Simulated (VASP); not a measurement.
# Hf (P6_3/mmc) in VASP: a series of runs, part 2 of 3

VASP 6.6.1. The steps go on from the part before.

## (3) Single point, PBE (strain +0.0750 x Voigt [0, 0, 1, 0, 0, 0])

Contents of INCAR:

```
SYSTEM = Hf
  PREC = Accurate
  ENCUT = 520
  EDIFF = 1E-6
  ISMEAR = 0
  SIGMA = 0.15
  LREAL = .False.
  LASPH = .True.
  NELM = 100
  ALGO = Fast
  ISIF = 2
  LWAVE = .False.
  LCHARG = .False.
  GGA = PE
  NBANDS = 17
```

Contents of KPOINTS:

```
regular mesh
0
Gamma
  18 18 10
  0 0 0
```

Contents of POSCAR:

```
Hf
1.0
    3.1966985242      0.0000000000      0.0000000000
   -1.5983492621      2.7684221302      0.0000000000
    0.0000000000      0.0000000000      5.4371350000
Hf
2
Direct
    0.3333333333      0.6666666667      0.2500000000
    0.6666666667      0.3333333333      0.7500000000
```

Potentials or basis: VASP PAW PBE potentials, release 64 (Hf_pv).

Command:

```sh
> cat potpaw_PBE.64/Hf_pv/POTCAR > POTCAR
> mpirun -np 1 vasp_std > vasp.out
```

OUTCAR:

```text
SYSTEM = Hf
   PREC = Accurate
   ENCUT = 520
   EDIFF = 1E-6
   ISMEAR = 0
   LREAL = .False.
   LASPH = .True.
   NELM = 100
   ISIF = 2
   GGA = PE

 ion  position               nearest neighbor table
   1  0.333  0.667  0.250-   2 3.29   2 3.29   2 3.29   2 3.29   2 3.29   2 3.29
   2  0.667  0.333  0.750-   1 3.29   1 3.29   1 3.29   1 3.29   1 3.29   1 3.29

  LATTYP: Found a hexagonal cell.
 ALAT       =     3.1966985242
 C/A-ratio  =     1.7008594833

  Lattice vectors:

 A1 = (   3.1966985242,   0.0000000000,   0.0000000000)
 A2 = (  -1.5983492621,   2.7684221302,   0.0000000000)
 A3 = (   0.0000000000,   0.0000000000,   5.4371350000)

Analysis of symmetry for initial positions (statically):
=====================================================================
 Subroutine PRICEL returns:
 Original cell was already a primitive cell.

 Routine SETGRP: Setting up the symmetry group for a
 hexagonal supercell.

 Subroutine GETGRP returns: Found 24 space group operations
 (whereof 12 operations were pure point group operations)
 out of a pool of 24 trial point group operations.

The static configuration has the point symmetry D_3d.
 The point group associated with its full space group is D_6h.

Analysis of symmetry for dynamics (positions and initial velocities):
=====================================================================
 Subroutine PRICEL returns:
 Original cell was already a primitive cell.

 Routine SETGRP: Setting up the symmetry group for a
 hexagonal supercell.

 Subroutine GETGRP returns: Found 24 space group operations
 (whereof 12 operations were pure point group operations)
 out of a pool of 24 trial point group operations.

The dynamic configuration has the point symmetry D_3d.
 The point group associated with its full space group is D_6h.

 Subroutine INISYM returns: Found 24 space group operations
 (whereof 12 operations are pure point group operations),
 and found     1 'primitive' translations

----------------------------------------------------------------------------------------

                                     Primitive cell

  volume of cell :      48.1176

  direct lattice vectors                    reciprocal lattice vectors
     3.196698524  0.000000000  0.000000000     0.312822743  0.180608295  0.000000000
    -1.598349262  2.768422130  0.000000000     0.000000000  0.361216589  0.000000000
     0.000000000  0.000000000  5.437135000     0.000000000  0.000000000  0.183920392

  length of vectors
     3.196698524  3.196698524  5.437135000     0.361216589  0.361216589  0.183920392

  position of ions in fractional coordinates (direct lattice)
     0.333333333  0.666666667  0.250000000
     0.666666667  0.333333333  0.750000000

  ion indices of the primitive-cell ions
   primitive index   ion index
                 1           1
                 2           2

----------------------------------------------------------------------------------------

 KPOINTS: regular mesh

Automatic generation of k-mesh.
 Grid dimensions read from file:
 generate k-points for:   18   18   10

 Generating k-lattice:

  Cartesian coordinates                     Fractional coordinates (reciprocal lattice)
     0.017379041  0.010033794  0.000000000     0.055555556 -0.000000000  0.000000000
     0.000000000  0.020067588  0.000000000     0.000000000  0.055555556  0.000000000
     0.000000000  0.000000000  0.018392039     0.000000000  0.000000000  0.100000000

  Length of vectors
     0.020067588  0.020067588  0.018392039

  Shift w.r.t. Gamma in fractional coordinates (k-lattice)
     0.000000000  0.000000000  0.000000000

 Subroutine IBZKPT returns following result:
 ===========================================

 Found    222 irreducible k-points:

 Following reciprocal coordinates:
            Coordinates               Weight
  0.000000  0.000000  0.000000      1.000000
  0.055556  0.000000  0.000000      6.000000
  0.111111  0.000000  0.000000      6.000000
  0.166667  0.000000  0.000000      6.000000
  0.222222 -0.000000  0.000000      6.000000
  0.277778  0.000000  0.000000      6.000000
[... 16 lines left out ...]
  0.333333  0.111111  0.000000     12.000000
  0.388889  0.111111  0.000000     12.000000
 [... further k-points ...]
   k-points           NKPTS =    222   k-points in BZ     NKDIM =    222   number of bands    NBANDS=     17
   number of dos      NEDOS =    301   number of ions     NIONS =      2
   total plane-waves  NPLWV =  23040
   dimension x,y,z NGX =    24 NGY =   24 NGZ =   40
   dimension x,y,z NGXF=    48 NGYF=   48 NGZF=   80
   ions per type =               2
   NGX,Y,Z   is equivalent  to a cutoff of  12.48, 12.48, 12.23 a.u.
   NGXF,Y,Z  is equivalent  to a cutoff of  24.96, 24.96, 24.46 a.u.
 SYSTEM =  Hf
   PREC   = accura    normal or accurate (medium, high low for compatibility)
   ISTART =      0    job   : 0-new  1-cont  2-samecut
   ICHARG =      2    charge: 1-file 2-atom 10-const
   ISPIN  =      1    spin polarized calculation?
   LNONCOLLINEAR =      F non collinear calculations
   LSORBIT =      F    spin-orbit coupling
   LASPH  =      T    aspherical Exc in radial PAW
   ENCUT  =  520.0 eV  38.22 Ry    6.18 a.u.   5.94  5.94 10.11*2*pi/ulx,y,z
   NELM   =    100;   NELMIN=  2; NELMDL= -5     # of ELM steps
   EDIFF  = 0.1E-05   stopping-criterion for ELM
   LREAL  =      F    real-space projection
   EDIFFG = 0.1E-04   stopping-criterion for IOM
   NSW    =      0    number of steps for IOM
   IBRION =     -1    ionic relax: 0-MD 1-quasi-New 2-CG
   NFREE  =      0    steps in history (QN), initial steepest desc. (CG)
   ISIF   =      2    stress and relaxation
   ISYM   =      2    0-nonsym 1-usesym 2-fastsym
   POTIM  = 0.5000    time-step for ionic-motion
   TEBEG  =    0.0;   TEEND  =   0.0 temperature during run
   PSTRESS=    0.0 pullay stress
   NELECT =      20.0000    total number of electrons
   NUPDOWN=      -1.0000    fix difference up-down
   EMIN   =  10.00;   EMAX   =-10.00  energy-range for DOS
   EFERMI =   0.00;   METHOD = LEGACY
   ISMEAR =     0;   SIGMA  =   0.15  broadening in eV -4-tet -1-fermi 0-gaus
   EFERMI_NEDOS =   21; number of points for ismear=-14 and -15
   IALGO  =     68    algorithm
   IMIX   =      4    mixing-type and parameters
     AMIX     =   0.40;   BMIX     =  1.00
     AMIX_MAG =   1.60;   BMIX_MAG =  1.00
  volume/ion in A,a.u.               =      24.06       162.36
  Fermi-wavevector in a.u.,A,eV,Ry     =   1.221753  2.308779 20.309154  1.492681
  Thomas-Fermi vector in A             =   2.356924
   LORBIT       =      0    0 simple, 1 ext, 2 COOP (PROOUT), +10 PAW based schemes
   GGA     = PE    functional components
   LHFCALC =     F    Hartree Fock is set to
   AEXX    =    0.0000 exact exchange contribution
   IVDW    =     0    specifies the selected vdW correction
   LEPSILON=     F    determine dielectric tensor
   LRPA    =     F    only Hartree local field effects (RPA)
 non-spin polarized calculation
 RMM-DIIS sequential band-by-band and
 Gauss-broadening in eV      SIGMA  =   0.15
  energy-cutoff  :      520.00
  volume of cell :       48.12
 maximum number of plane-waves:      1318
 NGX is ok and might be reduce to    24
   NGX = 11   NGY = 11   NGZ = 21

 number of electron      20.0000006 magnetization

 Free energy of the ion-electron system (eV)
  ---------------------------------------------------
  ext. energy  EPLUGINS =         0.00000000
  ---------------------------------------------------
  free energy    TOTEN  =       -19.72848504 eV

  energy without entropy =      -19.70854321  energy(sigma->0) =      -19.71851413

 E-fermi :   4.4094     XC(G=0): -10.9550

 val. band max:        4.4086594101   @ k =   0.1667   0.0000   0.4000
 cond. band min:       4.4108906946   @ k =   0.1667   0.0556   0.2000
 fundamental gap:      0.0022312846
 Fermi energy:         4.4093649395

 k-point     1 :       0.0000    0.0000    0.0000
  band No.  band energies     occupation
      1     -26.6516      2.00000
      2     -26.0849      2.00000
      3     -26.0637      2.00000
      4     -26.0637      2.00000
      5     -25.9963      2.00000
      6     -25.9963      2.00000
[... 9 lines left out ...]
     16       7.4381      0.00000
     17       9.4761      0.00000
[... 441 lines left out ...]
 k-point    24 :       0.3889    0.1111    0.0000
  band No.  band energies     occupation
      1     -26.5834      2.00000
      2     -26.5035      2.00000
      3     -26.3843      2.00000
      4     -26.2503      2.00000
      5     -26.2002      2.00000
      6     -26.1407      2.00000
[... 9 lines left out ...]
     16       9.7317      0.00000
     17      10.9433      0.00000

 [... further k-points ...]
[... 5 lines left out ...]
  --------------------------------------------------------------------------------------
  -------------------------------------------------------------------------------------
  Total       -1.1946773     -1.1946773     -3.5575733      0.0000000      0.0000000     -0.0000000
  in kB      -39.7792968    -39.7792968   -118.4568907      0.0000000      0.0000000     -0.0000000
  external PRESSURE =     -66.0051614 kB  Pullay stress =       0.0000000 kB

 VOLUME and BASIS-vectors are now :
 -----------------------------------------------------------------------------
  energy-cutoff  :      520.00
  volume of cell :       48.12
      direct lattice vectors                 reciprocal lattice vectors
     3.196698524  0.000000000  0.000000000     0.312822743  0.180608295  0.000000000
    -1.598349262  2.768422130  0.000000000     0.000000000  0.361216589  0.000000000
     0.000000000  0.000000000  5.437135000     0.000000000  0.000000000  0.183920392

 POSITION                                       TOTAL-FORCE (eV/Angst)
 -----------------------------------------------------------------------------------
     -0.00000      1.84561      1.35928        -0.000000      0.000000      0.000000
      1.59835      0.92281      4.07785         0.000000     -0.000000      0.000000
 -----------------------------------------------------------------------------------
    total drift:                               -0.000000      0.000000     -0.000000

  FREE ENERGIE OF THE ION-ELECTRON SYSTEM (eV)
  ---------------------------------------------------
  free  energy   TOTEN  =       -19.7284850417 eV

  energy  without entropy=      -19.7085432143  energy(sigma->0) =      -19.71851413
```

OSZICAR:

```text
N       E                     dE             d eps       ncg     rms          rms(c)
DAV:   1     0.497525504772E+02    0.49753E+02   -0.11353E+04  7548   0.111E+03
DAV:   2    -0.185226673222E+02   -0.68275E+02   -0.66653E+02  9681   0.246E+02
DAV:   3    -0.204981393384E+02   -0.19755E+01   -0.19509E+01  9993   0.273E+01
DAV:   4    -0.205157907884E+02   -0.17651E-01   -0.17637E-01  9469   0.312E+00
DAV:   5    -0.205159929653E+02   -0.20218E-03   -0.20213E-03 10126   0.293E-01    0.608E+01
RMM:   6    -0.199300210939E+02    0.58597E+00   -0.50341E-01  7577   0.423E+00    0.365E+01
RMM:   7    -0.197385795294E+02    0.19144E+00   -0.12322E+00  8810   0.653E+00    0.201E+00
RMM:   8    -0.197267712138E+02    0.11808E-01   -0.11044E-01  8338   0.228E+00    0.287E-01
RMM:   9    -0.197283409844E+02   -0.15698E-02   -0.17900E-02 10795   0.825E-01    0.545E-01
RMM:  10    -0.197288101291E+02   -0.46914E-03   -0.28718E-03 10581   0.333E-01    0.162E+00
RMM:  11    -0.197285097431E+02    0.30039E-03   -0.43597E-04  8968   0.143E-01    0.256E-01
RMM:  12    -0.197284837924E+02    0.25951E-04   -0.12272E-04  9425   0.658E-02    0.729E-02
RMM:  13    -0.197284869135E+02   -0.31211E-05   -0.13935E-05 10363   0.215E-02    0.673E-02
RMM:  14    -0.197284849457E+02    0.19678E-05   -0.15100E-05  8816   0.251E-02    0.155E-02
RMM:  15    -0.197284850417E+02   -0.95977E-07   -0.28310E-06  7594   0.119E-02
   1 F= -.19728485E+02 E0= -.19718514E+02  d E =-.199418E-01
```

stdout:

```text
POSCAR found type information on POSCAR Hf
 POSCAR found :  1 types and       2 ions
 scaLAPACK will be used
 LDA part: xc-table for (Slater+PW92), standard interpolation
 POSCAR, INCAR and KPOINTS ok, starting setup
 FFT: planning ... GRIDC
 FFT: planning ... GRID_SOFT
 FFT: planning ... GRID
 WAVECAR not read
 entering main loop
```

Wall time 3.1 min (1 thread of Intel Xeon Platinum 8259CL at 2.50GHz (Skylake/Cascade Lake), shared host); peak memory 0.27 GiB.

What came out:

- Free energy: -19.7285 eV
- Pressure: -6.6 GPa
- Band gap on the k mesh: zero (bands 10 and 11 overlap by 1.19 eV)

Caveat: the cell differs from its parent crystal (strain +0.0750 x Voigt [0, 0, 1, 0, 0, 0]); the cell stands under tension; spin-orbit coupling is left out, which moves the levels of the heavy elements.

## (4) Single point, PBE (strain +0.1125 x Voigt [0, 0, 1, 0, 0, 0])

Contents of INCAR:

```
SYSTEM = Hf
PREC = Accurate
ENCUT = 520
EDIFF = 1E-6
ISMEAR = 0
SIGMA = 0.15
LREAL = .FALSE.
LASPH = .TRUE.
NELM = 100
ALGO = Fast
ISIF = 2
LWAVE = .FALSE.
LCHARG = .TRUE.
GGA = PE
LELF = .TRUE.
LVHAR = .TRUE.
NBANDS = 17
```

Contents of KPOINTS:

```
Automatic mesh
0
G
  18 18 10
  0 0 0
```

Changes to POSCAR since step 3:

```diff
@@ -4,3 +4,3 @@
    -1.5983492621      2.7684221302      0.0000000000
-    0.0000000000      0.0000000000      5.4371350000
+    0.0000000000      0.0000000000      5.6268025000
 Hf
```

Command:

```sh
> cat potpaw_PBE.64/Hf_pv/POTCAR > POTCAR
> mpirun -np 1 vasp_std > vasp.out
```

Wall time 2.9 min (1 thread of Intel Xeon Platinum 8259CL at 2.50GHz (Skylake/Cascade Lake), shared host); peak memory 0.28 GiB.

The run converged. Its results:

* Free energy: -19.5816 eV
* Pressure: -9.2 GPa
* Band gap on the k mesh: zero (bands 10 and 11 overlap by 0.85 eV)

Stress tensor (GPa, compression positive):
```
 -5.75   0.00   0.00
  0.00  -5.75   0.00
  0.00   0.00 -15.97
```

Levels at points of the mesh, in eV from the Fermi level:
```csv
k point,band 8,band 9,band 10,band 11,band 12,band 13
"(0.00, 0.00, 0.00)",-3.76,-0.37,0.50,1.34,1.34,1.82
"(0.50, 0.00, 0.00)",-2.45,-1.99,-0.50,0.32,1.00,1.49
"(0.00, 0.00, 0.50)",-5.47,-0.30,-0.30,1.37,1.37,1.37
"(0.50, 0.00, 0.50)",-3.05,-1.05,-1.05,1.00,1.00,2.86
```

Caveat: the cell differs from its parent crystal (strain +0.1125 x Voigt [0, 0, 1, 0, 0, 0]); the cell stands under tension; spin-orbit coupling is left out, which moves the levels of the heavy elements.

## (5) Single point, PBE (strain +0.1312 x Voigt [0, 0, 1, 0, 0, 0])

Contents of INCAR:

```
SYSTEM = Hf
PREC = Accurate ; ENCUT = 520
EDIFF = 1E-7 ; ISMEAR = 0
SIGMA = 0.15 ; LREAL = .FALSE.
LASPH = .TRUE. ; NELM = 100
ALGO = Fast ; ISIF = 2
LWAVE = .FALSE. ; LCHARG = .TRUE.
GGA = PE ; LELF = .TRUE.
LVHAR = .TRUE. ; NBANDS = 17
```

Contents of KPOINTS:

```
regular mesh
0
G
  18 18 10
  0 0 0
```

Changes to POSCAR since step 4:

```diff
@@ -4,3 +4,3 @@
    -1.5983492621      2.7684221302      0.0000000000
-    0.0000000000      0.0000000000      5.6268025000
+    0.0000000000      0.0000000000      5.7213833600
 Hf
```

Command:

```sh
> cat potpaw_PBE.64/Hf_pv/POTCAR > POTCAR
> mpirun -np 1 vasp_std > vasp.out
```

Wall time 3.5 min (1 thread of Intel Xeon Platinum 8259CL at 2.50GHz (Skylake/Cascade Lake), shared host); peak memory 0.29 GiB.

It converged, with:

| Item | Value |
| --- | --- |
| Free energy | -19.4941 eV |
| Pressure | -10.2 GPa |
| Band gap on the k mesh | zero (bands 10 and 11 overlap by 0.71 eV) |

Stress tensor (GPa, compression positive):
```
 -6.57   0.00   0.00
  0.00  -6.57   0.00
  0.00   0.00 -17.49
```

Levels at points of the mesh, in eV from the Fermi level:
| k point | band 7 | band 8 | band 9 | band 10 | band 11 | band 12 | band 13 | band 14 |
| --- | --- | --- | --- | --- | --- | --- | --- | --- |
| (0.00, 0.00, 0.00) | -6.92 | -3.79 | -0.49 | 0.37 | 1.35 | 1.35 | 1.79 | 1.79 |
| (0.50, 0.00, 0.00) | -2.98 | -2.41 | -1.95 | -0.45 | 0.26 | 0.92 | 1.58 | 5.16 |
| (0.00, 0.00, 0.50) | -5.47 | -5.47 | -0.36 | -0.36 | 1.40 | 1.40 | 1.40 | 1.40 |
| (0.50, 0.00, 0.50) | -2.99 | -2.99 | -1.06 | -1.06 | 0.99 | 0.99 | 2.89 | 2.89 |

Caveat: the cell differs from its parent crystal (strain +0.1312 x Voigt [0, 0, 1, 0, 0, 0]); the cell stands under tension; spin-orbit coupling is left out, which moves the levels of the heavy elements.

(Continued in part 3 of 3.)
